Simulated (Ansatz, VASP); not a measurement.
# Two plane-wave programs on Au

```
CELL_PARAMETERS angstrom
-1.70213 1.70213 1.70213
1.70213 -1.70213 1.70213
1.70213 1.70213 -1.70213
ATOMIC_POSITIONS crystal
Au 0.00000 0.00000 0.00000
```

Change from the starting cell: strain +0.050 along x and y, +0.050 along z, atoms carried along.

Alike in both runs: task single point; functional PBEsol; k mesh 26 × 26 × 26; occupations gaussian, width 0.15 eV; no spin polarisation.

|  | VASP | Ansatz |
| --- | --- | --- |
| version | VASP 6.6.1 | Ansatz 0.2.0 |
| potentials or method | VASP PAW PBE potentials, release 64 (Au), cutoff 520 eV | scalar-relativistic, plane waves, PAW |
| valence electrons in the cell | 11 | 19 |

```csv
,VASP,Ansatz,Ansatz less VASP
gap on the k mesh at the Fermi level (eV),none,none,-
pressure (GPa),-16.5,-16.3,+0.13
```

VASP's potentials were made for PBE, not for PBEsol. A gap of «none» marks a metal or a gap that the smearing closes. VASP's potentials hold 11 valence electrons a cell and Ansatz's 19, so a difference there can come from the potentials and not from the codes.

Neither program's run includes spin-orbit coupling.
